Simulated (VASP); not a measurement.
A run of VASP 6.6.1:

File INCAR:

```
SYSTEM = BeS
PREC = Accurate ; ENCUT = 600
EDIFF = 1E-6 ; ISMEAR = 0
SIGMA = 0.05 ; LREAL = .FALSE.
LASPH = .TRUE. ; NELM = 120
ALGO = Normal ; ISIF = 2
LWAVE = .FALSE. ; LCHARG = .FALSE.
GGA = PE ; IVDW = 13
NBANDS = 11 ; GGA_COMPAT = .FALSE.
```

The input KPOINTS:

```
regular mesh
0
G
  8 8 8
  0 0 0
```

Contents of POSCAR:

```
BeS
1.0
    0.0000000000      2.4177775746      2.4177775746
    2.4177775746      0.0000000000      2.4177775746
    2.4177775746      2.4177775746      0.0000000000
Be S
1 1
Direct
    0.0000000000      0.0000000000      0.0000000000
    0.7500000000      0.7500000000      0.7500000000
```

Potentials or basis: VASP PAW PBE potentials, release 64 (Be, S).

The run is started by

```bash
$ cat potpaw_PBE.64/Be/POTCAR potpaw_PBE.64/S/POTCAR > POTCAR
$ mpirun -np 1 vasp_std > vasp.out
```

Hardware: 1 thread of AMD EPYC 7R13 Processor (Zen 3) (shared host).

Problem. Estimate the wall time of this run.

Solution. Run time: 8.8 s on 1 thread of AMD EPYC 7R13 Processor (Zen 3), with other jobs on the host, peak memory 0.12 GiB. Counts: scf iterations 12, k points 29.
